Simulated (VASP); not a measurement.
# AlCo (Cm) in VASP: further runs

Runs on AlCo. Level: PBEsol. Tasks: single point.

Program: VASP 6.6.1. These are calculated values, not measurements. Logs are shortened: lines on timing, memory, paths and dates and some standing lists are left out, and cuts for length are marked.

## 1. The cell of the first run

The structure is monoclinic, space group Cm (No. 8). The conventional cell has a = 3.987 Å, b = 3.987 Å, c = 2.819 Å, α = 90.00°, β = 90.00°, γ = 90.00°. Within 3.0 Å of Al (site symmetry m) lie 8 Co at 2.30 to 2.58 Å and 6 Al at 2.82 Å. Co (site symmetry m) has 8 Al at 2.30 to 2.58 Å and 6 Co at 2.82 Å within 3.0 Å.

## 2. Single point, PBEsol (atom 2 (Co) moved by (-0.100, -0.100) A along [1 1 0] and z)

INCAR

```
ALGO = Fast
EDIFF = 1E-6
ENCUT = 520
GGA = PS
ISIF = 2
ISMEAR = 0
LASPH = T
LCHARG = F
LREAL = F
LWAVE = F
NBANDS = 13
NELM = 80
PREC = Accurate
SIGMA = 0.15
```

KPOINTS

```
k-points
0
Gamma
  16 16 16
```

POSCAR

```
AlCo
1.0
    2.8194032100      0.0000000000      0.0000000000
    0.0000000000      2.8194032100      0.0000000000
    0.0000000000      0.0000000000      2.8194032100
Al Co
1 1
Direct
    0.0000000000      0.0000000000      0.0000000000
    0.4749199838      0.4749199838      0.4645315010
```

Potentials or basis: VASP PAW PBE potentials, release 64 (Al, Co).

The run is started by

```bash
$ cat potpaw_PBE.64/Al/POTCAR potpaw_PBE.64/Co/POTCAR > POTCAR
$ mpirun -np 1 vasp_std > vasp.out
```

OUTCAR:

```text
EDIFF = 1E-6
   ENCUT = 520
   GGA = PS
   ISIF = 2
   ISMEAR = 0
   LASPH = T
   LREAL = F
   NELM = 80
   PREC = Accurate

 ion  position               nearest neighbor table
   1  0.000  0.000  0.000-   2 2.30   2 2.39   2 2.39   2 2.42   2 2.47   2 2.50   2 2.50   2 2.58

   2  0.475  0.475  0.465-   1 2.30   1 2.39   1 2.39   1 2.42   1 2.47   1 2.50   1 2.50   1 2.58

  LATTYP: Found a simple cubic cell.
 ALAT       =     2.8194032100

  Lattice vectors:

 A1 = (   2.8194032100,   0.0000000000,   0.0000000000)
 A2 = (   0.0000000000,   2.8194032100,   0.0000000000)
 A3 = (   0.0000000000,   0.0000000000,   2.8194032100)

Analysis of symmetry for initial positions (statically):
=====================================================================
 Subroutine PRICEL returns:
 Original cell was already a primitive cell.

 Routine SETGRP: Setting up the symmetry group for a
 simple cubic supercell.

 Subroutine GETGRP returns: Found  2 space group operations
 (whereof  2 operations were pure point group operations)
 out of a pool of 48 trial point group operations.

The static configuration has the point symmetry C_1h.

Analysis of symmetry for dynamics (positions and initial velocities):
=====================================================================
 Subroutine PRICEL returns:
 Original cell was already a primitive cell.

 Routine SETGRP: Setting up the symmetry group for a
 simple cubic supercell.

 Subroutine GETGRP returns: Found  2 space group operations
 (whereof  2 operations were pure point group operations)
 out of a pool of 48 trial point group operations.

The dynamic configuration has the point symmetry C_1h.

 Subroutine INISYM returns: Found  2 space group operations
 (whereof  2 operations are pure point group operations),
 and found     1 'primitive' translations

----------------------------------------------------------------------------------------

                                     Primitive cell

  volume of cell :      22.4115

  direct lattice vectors                    reciprocal lattice vectors
     2.819403210  0.000000000  0.000000000     0.354684990  0.000000000  0.000000000
     0.000000000  2.819403210  0.000000000     0.000000000  0.354684990  0.000000000
     0.000000000  0.000000000  2.819403210     0.000000000  0.000000000  0.354684990

  length of vectors
     2.819403210  2.819403210  2.819403210     0.354684990  0.354684990  0.354684990

  position of ions in fractional coordinates (direct lattice)
     0.000000000  0.000000000  0.000000000
     0.474919984  0.474919984  0.464531501

  ion indices of the primitive-cell ions
[... 89 lines left out ...]
   EFERMI =   0.00;   METHOD = LEGACY
   ISMEAR =     0;   SIGMA  =   0.15  broadening in eV -4-tet -1-fermi 0-gaus
   EFERMI_NEDOS =   21; number of points for ismear=-14 and -15
   IALGO  =     68    algorithm
   IMIX   =      4    mixing-type and parameters
     AMIX     =   0.40;   BMIX     =  1.00
     AMIX_MAG =   1.60;   BMIX_MAG =  1.00
  volume/ion in A,a.u.               =      11.21        75.62
  Fermi-wavevector in a.u.,A,eV,Ry     =   1.329366  2.512138 24.044423  1.767215
  Thomas-Fermi vector in A             =   2.458534
   LORBIT       =      0    0 simple, 1 ext, 2 COOP (PROOUT), +10 PAW based schemes
   GGA     = PS    functional components
   LHFCALC =     F    Hartree Fock is set to
   AEXX    =    0.0000 exact exchange contribution
   IVDW    =     0    specifies the selected vdW correction
   LEPSILON=     F    determine dielectric tensor
   LRPA    =     F    only Hartree local field effects (RPA)
 non-spin polarized calculation
 RMM-DIIS sequential band-by-band and
 Gauss-broadening in eV      SIGMA  =   0.15
  energy-cutoff  :      520.00
  volume of cell :       22.41
 maximum number of plane-waves:       624
 NGX is ok and might be reduce to    24
   NGX = 11   NGY = 11   NGZ = 11

 number of electron      12.0000000 magnetization

 Free energy of the ion-electron system (eV)
  ---------------------------------------------------
  ext. energy  EPLUGINS =         0.00000000
  ---------------------------------------------------
  free energy    TOTEN  =       -13.00379015 eV

  energy without entropy =      -12.99460983  energy(sigma->0) =      -12.99919999

 E-fermi :  10.8659     XC(G=0): -12.5380

 val. band max:       10.8389686550   @ k =  -0.3750  -0.3750   0.4375
 cond. band min:      10.8672638363   @ k =  -0.4375   0.5000   0.1875
 fundamental gap:      0.0282951813
 Fermi energy:        10.8659467664

 k-point     1 :       0.0000    0.0000    0.0000
  band No.  band energies     occupation
      1      -0.3993      2.00000
      2       7.7291      2.00000
      3       7.7361      2.00000
      4       9.9903      2.00000
      5      10.0250      2.00000
      6      10.0263      2.00000
      7      16.9900      0.00000
      8      17.0014      0.00000
      9      17.0690      0.00000
     10      19.8131      0.00000
     11      19.8199      0.00000
     12      26.4804      0.00000
     13      32.6049      0.00000
[... 354 lines left out ...]
  band No.  band energies     occupation
      1      -0.0219      2.00000
      2       7.7180      2.00000
      3       7.8140      2.00000
      4       9.8046      2.00000
      5       9.8586      2.00000
      6       9.9939      2.00000
      7      14.9658      0.00000
      8      16.6733      0.00000
      9      17.5646      0.00000
     10      20.2627      0.00000
     11      21.9724      0.00000
     12      27.5684      0.00000
     13      29.5810      0.00000

 [... further k-points ...]

------------------------ aborting loop because EDIFF is reached ----------------------------------------

  FORCE on cell =-STRESS in cart. coord.  units (eV):
  Direction    XX          YY          ZZ          XY          YZ          ZX
  --------------------------------------------------------------------------------------
  -------------------------------------------------------------------------------------
  Total        0.2772445      0.2772445      0.2285849      0.1358257      0.1887035      0.1887035
  in kB       19.8199207     19.8199207     16.3412958      9.7100368     13.4902195     13.4902163
  external PRESSURE =      18.6603791 kB  Pullay stress =       0.0000000 kB

 VOLUME and BASIS-vectors are now :
 -----------------------------------------------------------------------------
  energy-cutoff  :      520.00
  volume of cell :       22.41
      direct lattice vectors                 reciprocal lattice vectors
     2.819403210  0.000000000  0.000000000     0.354684990  0.000000000  0.000000000
     0.000000000  2.819403210  0.000000000     0.000000000  0.354684990  0.000000000
     0.000000000  0.000000000  2.819403210     0.000000000  0.000000000  0.354684990

 POSITION                                       TOTAL-FORCE (eV/Angst)
 -----------------------------------------------------------------------------------
      0.00000      0.00000      0.00000        -0.593523     -0.593523     -0.826274
      1.33899      1.33899      1.30970         0.593523      0.593523      0.826274
 -----------------------------------------------------------------------------------
    total drift:                               -0.000333     -0.000333     -0.000388

  FREE ENERGIE OF THE ION-ELECTRON SYSTEM (eV)
  ---------------------------------------------------
  free  energy   TOTEN  =       -13.0037901461 eV

  energy  without entropy=      -12.9946098265  energy(sigma->0) =      -12.99919999
```

stdout:

```text
POSCAR found type information on POSCAR AlCo
 POSCAR found :  2 types and       2 ions
 scaLAPACK will be used
 -----------------------------------------------------------------------------
|                                                                             |
|                                                                             |
|     You enforced a specific xc type in the INCAR file but a different       |
|     I HOPE YOU KNOW WHAT YOU ARE DOING!                                     |
|                                                                             |
 -----------------------------------------------------------------------------

 LDA part: xc-table for (Slater+PW92), standard interpolation
 POSCAR, INCAR and KPOINTS ok, starting setup
 FFT: planning ... GRIDC
 FFT: planning ... GRID_SOFT
 FFT: planning ... GRID
 WAVECAR not read
 entering main loop
WARNING in EDDRMM: call to ZHEGV failed, returncode =   6  3     12
```

It took 2.3 min on 1 thread of Intel Xeon Platinum 8375C at 2.90GHz (Ice Lake), shared host; peak memory 0.44 GiB.

What came out:

```
Free energy            : -13.0038 eV
Pressure               : 1.9 GPa
Largest force          : 1.178 eV/Å
Band gap on the k mesh : zero (band 6 reaches 13.22 eV, above the bottom of band 7 at 10.61 eV)
```

Forces in eV/Å, atoms in the order of the input:
```
Al  -0.594 -0.594 -0.826
Co   0.594  0.594  0.826
```

Caveat: the cell differs from its parent crystal (atom 2 (Co) moved by (-0.100, -0.100) A along [1 1 0] and z); the PAW data sets were made with another functional, which shifts forces and pressure a little. Spin polarisation is off, so any magnetic state and its effect on volume and gap are missing.

## 3. Single point, PBEsol (atom 2 (Co) moved by (-0.200, -0.200) A along [1 1 0] and z)

Changes to INCAR since step 2:

```diff
@@ -1,3 +1,3 @@
 ALGO = Fast
-EDIFF = 1E-6
+EDIFF = 1E-7
 ENCUT = 520
```

KPOINTS is that of step 2.

Changes to POSCAR since step 2:

```diff
@@ -9,2 +9,2 @@
     0.0000000000      0.0000000000      0.0000000000
-    0.4749199838      0.4749199838      0.4645315010
+    0.4498399676      0.4498399676      0.4290630020
```

Potentials or basis: VASP PAW PBE potentials, release 64 (Al, Co).

The run is started by

```bash
$ cat potpaw_PBE.64/Al/POTCAR potpaw_PBE.64/Co/POTCAR > POTCAR
$ mpirun -np 1 vasp_std > vasp.out
```

Run time: 3.7 min. Hardware: 1 thread of Intel Xeon Platinum 8259CL at 2.50GHz (Skylake/Cascade Lake), shared host; peak memory 0.44 GiB.

The run converged. Its results:

| Quantity | Value |
| --- | --- |
| Free energy | -12.7395 eV |
| Pressure | 7.6 GPa |
| Largest force | 2.633 eV/Å |
| Band gap on the k mesh | zero (band 6 reaches 13.11 eV, above the bottom of band 7 at 10.56 eV) |

Forces on the atoms (eV/Å):
```
Al  -1.356 -1.356 -1.805
Co   1.356  1.356  1.805
```

Stress tensor (GPa, compression positive):
```
8.12 4.19 5.55
4.19 8.12 5.55
5.55 5.55 6.55
```

Levels at points of the mesh, in eV from the Fermi level:
| k point | band 2 | band 3 | band 4 | band 5 | band 6 | band 7 | band 8 | band 9 | band 10 | band 11 |
| --- | --- | --- | --- | --- | --- | --- | --- | --- | --- | --- |
| (0.00, 0.00, 0.00) | -3.19 | -3.16 | -0.97 | -0.84 | -0.83 | 6.09 | 6.13 | 6.40 | 9.09 | 9.11 |
| (0.50, 0.00, 0.00) | -6.64 | -2.58 | -1.82 | -1.77 | -0.76 | 0.17 | 8.67 | 10.90 | 10.98 | 11.78 |
| (0.00, 0.00, 0.50) | -6.59 | -2.60 | -1.79 | -1.76 | -0.79 | 0.20 | 8.68 | 10.82 | 10.82 | 11.95 |
| (0.50, 0.50, 0.00) | -3.35 | -2.77 | -2.56 | -1.50 | -1.44 | -0.28 | 2.49 | 3.63 | 13.44 | 15.06 |
| (0.00, 0.50, 0.50) | -3.44 | -2.73 | -2.45 | -1.58 | -1.49 | -0.27 | 2.52 | 3.64 | 13.37 | 15.36 |
| (0.50, 0.50, 0.50) | -4.04 | -4.03 | -0.24 | -0.22 | 2.28 | 2.32 | 2.40 | 3.99 | 5.64 | 5.67 |

Caveat: the cell differs from its parent crystal (atom 2 (Co) moved by (-0.200, -0.200) A along [1 1 0] and z); the PAW data sets were made with another functional, which shifts forces and pressure a little. Spin polarisation is off, so any magnetic state and its effect on volume and gap are missing.

## 4. Single point, PBEsol (atom 2 (Co) moved by (-0.200, -0.100) A along [1 1 0] and z)

INCAR is that of step 3.

KPOINTS is that of step 3.

Changes to POSCAR since step 3:

```diff
@@ -9,2 +9,2 @@
     0.0000000000      0.0000000000      0.0000000000
-    0.4498399676      0.4498399676      0.4290630020
+    0.4498399676      0.4498399676      0.4645315010
```

The run is started by

```bash
$ cat potpaw_PBE.64/Al/POTCAR potpaw_PBE.64/Co/POTCAR > POTCAR
$ mpirun -np 1 vasp_std > vasp.out
```

It took 3.9 min on 1 thread of Intel Xeon Platinum 8259CL at 2.50GHz (Skylake/Cascade Lake), shared host; peak memory 0.44 GiB.

The run converged. Its results:

- Free energy: -12.8751 eV
- Pressure: 4.9 GPa
- Largest force: 1.974 eV/Å
- Band gap on the k mesh: zero (band 6 reaches 13.17 eV, above the bottom of band 7 at 10.59 eV)

Forces in eV/Å, atoms in the order of the input:
```
Al  -1.240 -1.240 -0.905
Co   1.240  1.240  0.905
```

Stress tensor (GPa, compression positive):
```
4.61 3.84 2.81
3.84 4.61 2.81
2.81 2.81 5.38
```

Levels at points of the mesh, in eV from the Fermi level:
```csv
k point,band 4,band 5,band 6,band 7,band 8,band 9
"(0.00, 0.00, 0.00)",-0.92,-0.84,-0.83,6.11,6.13,6.30
"(0.50, 0.00, 0.00)",-1.79,-1.76,-0.76,0.19,8.60,10.81
"(0.00, 0.00, 0.50)",-1.79,-1.77,-0.75,0.18,8.59,10.88
"(0.50, 0.50, 0.00)",-2.52,-1.58,-1.52,-0.26,2.52,3.66
"(0.00, 0.50, 0.50)",-2.58,-1.54,-1.49,-0.26,2.51,3.66
"(0.50, 0.50, 0.50)",-0.23,-0.22,2.31,2.36,2.38,4.09
```

Caveat: the cell differs from its parent crystal (atom 2 (Co) moved by (-0.200, -0.100) A along [1 1 0] and z); the PAW data sets were made with another functional, which shifts forces and pressure a little.
